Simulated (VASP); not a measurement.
# CdSe (F-43m) in VASP: notebook

Aim: see how the results for CdSe move with the level of theory and the settings. Levels: r2SCAN+rVV10, PBE, SVWN5, PBEsol+D4. Tasks: single point.

Program: VASP 6.6.1. These are calculated values, not measurements. Logs are shortened: lines on timing, memory, paths and dates and some standing lists are left out, and cuts for length are marked.

**1. The cell of the first run**

Symmetry: F-43m, No. 216, cubic system. The conventional cell has a = 6.141 Å, b = 6.141 Å, c = 6.141 Å, α = 90.00°, β = 90.00°, γ = 90.00°. Cd (site symmetry -43m) has 4 Se at 2.66 Å within 3.5 Å. Within 3.5 Å of Se (site symmetry -43m) lie 4 Cd at 2.66 Å.

**2. Single point, r2SCAN+rVV10**

File POSCAR:

```
CdSe
1.0
    0.0000000000      3.0702711986      3.0702711986
    3.0702711986      0.0000000000      3.0702711986
    3.0702711986      3.0702711986      0.0000000000
Cd Se
1 1
Direct
    0.0000000000      0.0000000000      0.0000000000
    0.2500000000      0.2500000000      0.2500000000
```

File INCAR.step1:

```
SYSTEM = CdSe
PREC = Accurate
ENCUT = 520
ISMEAR = -1
SIGMA = 0.05
LREAL = .False.
LASPH = .True.
NELM = 100
NBANDS = 16
GGA = PE
ALGO = Normal
EDIFF = 1E-4
LWAVE = .True.
LCHARG = .False.
```

File INCAR.step2:

```
SYSTEM = CdSe
PREC = Accurate
ENCUT = 520
EDIFF = 1E-7
ISMEAR = -1
SIGMA = 0.05
LREAL = .False.
LASPH = .True.
NELM = 100
ALGO = Normal
ISIF = 2
LWAVE = .False.
LCHARG = .False.
METAGGA = R2SCAN
LMIXTAU = .True.
LUSE_VDW = .True.
IVDW_NL = 2
BPARAM = 11.95
CPARAM = 0.0093
NBANDS = 16
ISTART = 1
```

File KPOINTS:

```
Automatic mesh
0
Gamma
  8 8 8
  0 0 0
```

Potentials or basis: VASP PAW PBE potentials, release 64 (Cd, Se).

Command:

```
> cat potpaw_PBE.64/Cd/POTCAR potpaw_PBE.64/Se/POTCAR > POTCAR
> cp INCAR.step1 INCAR
> mpirun -np 1 vasp_std > vasp.out
> cp INCAR.step2 INCAR
> mpirun -np 1 vasp_std > vasp.out
```

OUTCAR:

```text
SYSTEM = CdSe
   PREC = Accurate
   ENCUT = 520
   EDIFF = 1E-7
   ISMEAR = -1
   LREAL = .False.
   LASPH = .True.
   NELM = 100
   ISIF = 2
   METAGGA = R2SCAN
   IVDW_NL = 2
   BPARAM = 11.95
   ISTART = 1

 ion  position               nearest neighbor table
   1  0.000  0.000  0.000-   2 2.66   2 2.66   2 2.66   2 2.66
   2  0.250  0.250  0.250-   1 2.66   1 2.66   1 2.66   1 2.66

  LATTYP: Found a face centered cubic cell.
 ALAT       =     6.1405423972

  Lattice vectors:

 A1 = (   0.0000000000,   3.0702711986,   3.0702711986)
 A2 = (   3.0702711986,   0.0000000000,   3.0702711986)
 A3 = (   3.0702711986,   3.0702711986,   0.0000000000)

Analysis of symmetry for initial positions (statically):
=====================================================================
 Subroutine PRICEL returns:
 Original cell was already a primitive cell.

 Routine SETGRP: Setting up the symmetry group for a
 face centered cubic supercell.

 Subroutine GETGRP returns: Found 24 space group operations
 (whereof 24 operations were pure point group operations)
 out of a pool of 48 trial point group operations.

The static configuration has the point symmetry T_d .

Analysis of symmetry for dynamics (positions and initial velocities):
=====================================================================
 Subroutine PRICEL returns:
 Original cell was already a primitive cell.

 Routine SETGRP: Setting up the symmetry group for a
 face centered cubic supercell.

 Subroutine GETGRP returns: Found 24 space group operations
 (whereof 24 operations were pure point group operations)
 out of a pool of 48 trial point group operations.

The dynamic configuration has the point symmetry T_d .

 Subroutine INISYM returns: Found 24 space group operations
 (whereof 24 operations are pure point group operations),
 and found     1 'primitive' translations

----------------------------------------------------------------------------------------

                                     Primitive cell

  volume of cell :      57.8842

  direct lattice vectors                    reciprocal lattice vectors
     0.000000000  3.070271199  3.070271199    -0.162852063  0.162852063  0.162852063
     3.070271199  0.000000000  3.070271199     0.162852063 -0.162852063  0.162852063
     3.070271199  3.070271199  0.000000000     0.162852063  0.162852063 -0.162852063

  length of vectors
     4.342019169  4.342019169  4.342019169     0.282068048  0.282068048  0.282068048

  position of ions in fractional coordinates (direct lattice)
     0.000000000  0.000000000  0.000000000
     0.250000000  0.250000000  0.250000000

  ion indices of the primitive-cell ions
   primitive index   ion index
                 1           1
                 2           2

----------------------------------------------------------------------------------------

 KPOINTS: Automatic mesh

Automatic generation of k-mesh.
 Grid dimensions read from file:
 generate k-points for:    8    8    8

 Generating k-lattice:

  Cartesian coordinates                     Fractional coordinates (reciprocal lattice)
    -0.020356508  0.020356508  0.020356508     0.125000000  0.000000000  0.000000000
     0.020356508 -0.020356508  0.020356508     0.000000000  0.125000000  0.000000000
     0.020356508  0.020356508 -0.020356508     0.000000000  0.000000000  0.125000000

  Length of vectors
     0.035258506  0.035258506  0.035258506

  Shift w.r.t. Gamma in fractional coordinates (k-lattice)
     0.000000000  0.000000000  0.000000000

 Subroutine IBZKPT returns following result:
 ===========================================

 Found     29 irreducible k-points:

 Following reciprocal coordinates:
            Coordinates               Weight
  0.000000  0.000000  0.000000      1.000000
  0.125000  0.000000  0.000000      8.000000
  0.250000  0.000000  0.000000      8.000000
  0.375000  0.000000  0.000000      8.000000
  0.500000  0.000000  0.000000      4.000000
  0.125000  0.125000  0.000000      6.000000
[... 16 lines left out ...]
  0.500000  0.250000  0.125000     48.000000
 -0.375000  0.250000  0.125000     24.000000
 [... further k-points ...]
   k-points           NKPTS =     29   k-points in BZ     NKDIM =     29   number of bands    NBANDS=     16
   number of dos      NEDOS =    301   number of ions     NIONS =      2
   total plane-waves  NPLWV =  32768
   dimension x,y,z NGX =    32 NGY =   32 NGZ =   32
   dimension x,y,z NGXF=    64 NGYF=   64 NGZF=   64
   ions per type =               1   1
   NGX,Y,Z   is equivalent  to a cutoff of  12.25, 12.25, 12.25 a.u.
   NGXF,Y,Z  is equivalent  to a cutoff of  24.50, 24.50, 24.50 a.u.
 SYSTEM =  CdSe
   PREC   = accura    normal or accurate (medium, high low for compatibility)
   ISTART =      1    job   : 0-new  1-cont  2-samecut
   ICHARG =      0    charge: 1-file 2-atom 10-const
   ISPIN  =      1    spin polarized calculation?
   LNONCOLLINEAR =      F non collinear calculations
   LSORBIT =      F    spin-orbit coupling
   LASPH  =      T    aspherical Exc in radial PAW
   ENCUT  =  520.0 eV  38.22 Ry    6.18 a.u.   8.07  8.07  8.07*2*pi/ulx,y,z
   NELM   =    100;   NELMIN=  2; NELMDL=  0     # of ELM steps
   EDIFF  = 0.1E-06   stopping-criterion for ELM
   LREAL  =      F    real-space projection
   EDIFFG = 0.1E-05   stopping-criterion for IOM
   NSW    =      0    number of steps for IOM
   IBRION =     -1    ionic relax: 0-MD 1-quasi-New 2-CG
   NFREE  =      0    steps in history (QN), initial steepest desc. (CG)
   ISIF   =      2    stress and relaxation
   ISYM   =      2    0-nonsym 1-usesym 2-fastsym
   POTIM  = 0.5000    time-step for ionic-motion
   TEBEG  =    0.0;   TEEND  =   0.0 temperature during run
   PSTRESS=    0.0 pullay stress
   NELECT =      18.0000    total number of electrons
   NUPDOWN=      -1.0000    fix difference up-down
   EMIN   =  10.00;   EMAX   =-10.00  energy-range for DOS
   EFERMI =   0.00;   METHOD = LEGACY
   ISMEAR =    -1;   SIGMA  =   0.05  broadening in eV -4-tet -1-fermi 0-gaus
   EFERMI_NEDOS =   21; number of points for ismear=-14 and -15
   IALGO  =     38    algorithm
   IMIX   =      4    mixing-type and parameters
     AMIX     =   0.40;   BMIX     =  1.00
     AMIX_MAG =   1.60;   BMIX_MAG =  1.00
  volume/ion in A,a.u.               =      28.94       195.31
  Fermi-wavevector in a.u.,A,eV,Ry     =   1.109121  2.095935 16.737199  1.230149
  Thomas-Fermi vector in A             =   2.245657
   LORBIT       =      0    0 simple, 1 ext, 2 COOP (PROOUT), +10 PAW based schemes
   METAGGA = R2SCAN    functional components
   LHFCALC =     F    Hartree Fock is set to
   AEXX    =    0.0000 exact exchange contribution
   IVDW_NL    =     2    kernel type
   BPARAM     =11.9500
   IVDW    =     0    specifies the selected vdW correction
   LEPSILON=     F    determine dielectric tensor
   LRPA    =     F    only Hartree local field effects (RPA)
 non-spin polarized calculation
  energy-cutoff  :      520.00
  volume of cell :       57.88
 maximum number of plane-waves:      1588
   NGX = 17   NGY = 17   NGZ = 17

 number of electron      18.0000008 magnetization

 Free energy of the ion-electron system (eV)
  ---------------------------------------------------
  ext. energy  EPLUGINS =         0.00000000
  ---------------------------------------------------
  free energy    TOTEN  =       -35.32081267 eV

  energy without entropy =      -35.32081208  energy(sigma->0) =      -35.32081237

 E-fermi :   0.9307     XC(G=0):  -9.3686

 val. band max:        0.4063862620   @ k =   0.0000   0.0000   0.0000
 cond. band min:       1.3756547442   @ k =   0.0000   0.0000   0.0000
 fundamental gap:      0.9692684822
 Fermi energy:         0.9306664939

 k-point     1 :       0.0000    0.0000    0.0000
  band No.  band energies     occupation
      1     -12.4585      2.00000
      2      -7.6553      2.00000
      3      -7.6553      2.00000
      4      -7.6553      2.00000
      5      -7.2835      2.00000
      6      -7.2835      2.00000
[... 8 lines left out ...]
     15      11.9683      0.00000
     16      11.9683      0.00000

 k-point     2 :       0.1250    0.0000    0.0000
  band No.  band energies     occupation
      1     -12.4068      2.00000
      2      -7.6385      2.00000
      3      -7.6385      2.00000
      4      -7.6056      2.00000
      5      -7.2842      2.00000
      6      -7.2842      2.00000
[... 8 lines left out ...]
     15      11.1545      0.00000
     16      11.2456      0.00000

 k-point     3 :       0.2500    0.0000    0.0000
  band No.  band energies     occupation
      1     -12.2804      2.00000
      2      -7.6015      2.00000
      3      -7.6015      2.00000
      4      -7.4408      2.00000
      5      -7.2812      2.00000
      6      -7.2812      2.00000
[... 8 lines left out ...]
     15      10.9129      0.00000
     16      10.9129      0.00000

 k-point     4 :       0.3750    0.0000    0.0000
  band No.  band energies     occupation
      1     -12.1526      2.00000
      2      -7.5715      2.00000
      3      -7.5715      2.00000
      4      -7.2695      2.00000
      5      -7.2695      2.00000
      6      -7.1716      2.00000
[... 8 lines left out ...]
     15      11.8486      0.00000
     16      11.8487      0.00000

 k-point     5 :       0.5000    0.0000    0.0000
  band No.  band energies     occupation
      1     -12.0994      2.00000
      2      -7.5617      2.00000
      3      -7.5617      2.00000
      4      -7.2615      2.00000
      5      -7.2615      2.00000
      6      -7.0018      2.00000
[... 8 lines left out ...]
     15      13.0857      0.00000
     16      13.0857      0.00000

 k-point     6 :       0.1250    0.1250    0.0000
  band No.  band energies     occupation
      1     -12.3896      2.00000
      2      -7.6222      2.00000
      3      -7.6222      2.00000
      4      -7.6107      2.00000
      5      -7.2938      2.00000
      6      -7.2753      2.00000
[... 8 lines left out ...]
     15      11.7604      0.00000
     16      12.1105      0.00000

 k-point     7 :       0.2500    0.1250    0.0000
  band No.  band energies     occupation
      1     -12.2883      2.00000
      2      -7.5968      2.00000
      3      -7.5829      2.00000
      4      -7.4921      2.00000
      5      -7.2949      2.00000
      6      -7.2676      2.00000
[... 8 lines left out ...]
     15      11.8865      0.00000
     16      12.2303      0.00000

 k-point     8 :       0.3750    0.1250    0.0000
  band No.  band energies     occupation
      1     -12.1612      2.00000
      2      -7.5673      2.00000
      3      -7.5490      2.00000
      4      -7.3284      2.00000
      5      -7.2590      2.00000
      6      -7.2067      2.00000
[... 8 lines left out ...]
     15      11.8470      0.00000
     16      12.4692      0.00000

 k-point     9 :       0.5000    0.1250    0.0000
  band No.  band energies     occupation
      1     -12.0835      2.00000
      2      -7.5507      2.00000
      3      -7.5374      2.00000
      4      -7.2868      2.00000
      5      -7.2590      2.00000
      6      -6.9916      2.00000
[... 8 lines left out ...]
     15      12.3483      0.00000
     16      13.1403      0.00000
[... 172 lines left out ...]
 k-point    19 :       0.5000    0.3750    0.0000
  band No.  band energies     occupation
      1     -12.0036      2.00000
      2      -7.4671      2.00000
      3      -7.4225      2.00000
      4      -7.3922      2.00000
      5      -7.2366      2.00000
      6      -6.9465      2.00000
[... 8 lines left out ...]
     15      13.5186      0.00000
     16      14.1256      0.00000

 k-point    20 :      -0.3750    0.3750    0.0000
  band No.  band energies     occupation
      1     -11.9966      2.00000
      2      -7.4913      2.00000
      3      -7.4409      2.00000
      4      -7.3476      2.00000
      5      -7.2552      2.00000
      6      -6.8571      2.00000
[... 8 lines left out ...]
     15      12.4188      0.00000
     16      14.8572      0.00000

 k-point    21 :       0.5000    0.5000    0.0000
  band No.  band energies     occupation
      1     -11.9864      2.00000
      2      -7.4524      2.00000
      3      -7.4009      2.00000
      4      -7.4009      2.00000
      5      -7.2276      2.00000
      6      -6.9369      2.00000
[... 8 lines left out ...]
     15      13.3595      0.00000
     16      14.2794      0.00000

 k-point    22 :       0.3750    0.2500    0.1250
  band No.  band energies     occupation
      1     -12.1869      2.00000
      2      -7.5605      2.00000
      3      -7.5411      2.00000
      4      -7.3876      2.00000
      5      -7.2742      2.00000
      6      -7.2390      2.00000
[... 8 lines left out ...]
     15      12.4267      0.00000
     16      13.5155      0.00000

 k-point    23 :       0.5000    0.2500    0.1250
  band No.  band energies     occupation
      1     -12.0854      2.00000
      2      -7.5308      2.00000
      3      -7.5147      2.00000
      4      -7.3257      2.00000
      5      -7.2624      2.00000
      6      -7.0539      2.00000
[... 8 lines left out ...]
     15      12.7899      0.00000
     16      13.4181      0.00000

 k-point    24 :      -0.3750    0.2500    0.1250
  band No.  band energies     occupation
      1     -12.0435      2.00000
      2      -7.5245      2.00000
      3      -7.5030      2.00000
      4      -7.3016      2.00000
      5      -7.2678      2.00000
      6      -6.9190      2.00000
[... 8 lines left out ...]
     15      12.5034      0.00000
     16      13.5207      0.00000

 [... further k-points ...]
[... 5 lines left out ...]
  --------------------------------------------------------------------------------------
  -------------------------------------------------------------------------------------
  Total       -0.2322757     -0.2322757     -0.2322757     -0.0000000     -0.0000000      0.0000000
  in kB       -6.4291592     -6.4291592     -6.4291592     -0.0000000     -0.0000000      0.0000000
  external PRESSURE =      -6.4291592 kB  Pullay stress =       0.0000000 kB

 VOLUME and BASIS-vectors are now :
 -----------------------------------------------------------------------------
  energy-cutoff  :      520.00
  volume of cell :       57.88
      direct lattice vectors                 reciprocal lattice vectors
     0.000000000  3.070271199  3.070271199    -0.162852063  0.162852063  0.162852063
     3.070271199  0.000000000  3.070271199     0.162852063 -0.162852063  0.162852063
     3.070271199  3.070271199  0.000000000     0.162852063  0.162852063 -0.162852063

 POSITION                                       TOTAL-FORCE (eV/Angst)
 -----------------------------------------------------------------------------------
      0.00000      0.00000      0.00000         0.000000      0.000000      0.000000
      1.53514      1.53514      1.53514        -0.000000     -0.000000     -0.000000
 -----------------------------------------------------------------------------------
    total drift:                               -0.000004     -0.000004     -0.000004

  FREE ENERGIE OF THE ION-ELECTRON SYSTEM (eV)
  ---------------------------------------------------
  free  energy   TOTEN  =       -35.3208126733 eV

  energy  without entropy=      -35.3208120760  energy(sigma->0) =      -35.32081237
```

It took 3.3 min on 1 thread of Intel Xeon Platinum 8259CL at 2.50GHz (Skylake/Cascade Lake), shared host; peak memory 0.33 GiB.

What came out:

```yaml
Free_energy: -35.3208 eV
Pressure: -0.6 GPa
Band_gap_on_the_k_mesh: 0.97 eV, direct
```

Caveat: the PAW data sets were made with another functional, which shifts forces and pressure a little. r2SCAN opens gaps a little over a GGA but as a rule still falls short of measured ones.

**3. Single point, PBE**

File INCAR:

```
  PREC = Accurate
  ENCUT = 520
  EDIFF = 1E-7
  ISMEAR = -1
  SIGMA = 0.05
  LREAL = F
  LASPH = T
  NELM = 80
  ALGO = Normal
  ISIF = 2
  LWAVE = F
  LCHARG = F
  GGA = PE
  NBANDS = 16
```

File KPOINTS:

```
Automatic mesh
0
Gamma
  3 3 3
```

POSCAR is that of step 2.

Potentials or basis: VASP PAW PBE potentials, release 64 (Cd, Se).

Command:

```
> cat potpaw_PBE.64/Cd/POTCAR potpaw_PBE.64/Se/POTCAR > POTCAR
> mpirun -np 1 vasp_std > vasp.out
```

It took 14 s on 1 thread of AMD EPYC 7R13, shared host; peak memory 0.14 GiB.

It converged, with:

| Item | Value |
| --- | --- |
| Free energy | -5.2897 eV |
| Pressure | 2.3 GPa |
| Band gap on the k mesh | 0.50 eV, direct |

Levels at points of the mesh, in eV from the valence-band top:
```
           k point  band 7  band 8  band 9  band 10  band 11  band 12
(0.00, 0.00, 0.00)    0.00    0.00    0.00     0.50     5.87     5.87
```

Caveat: the k points lie up to 0.59 Å⁻¹ apart.

(Part 1 of 2 ends here.)
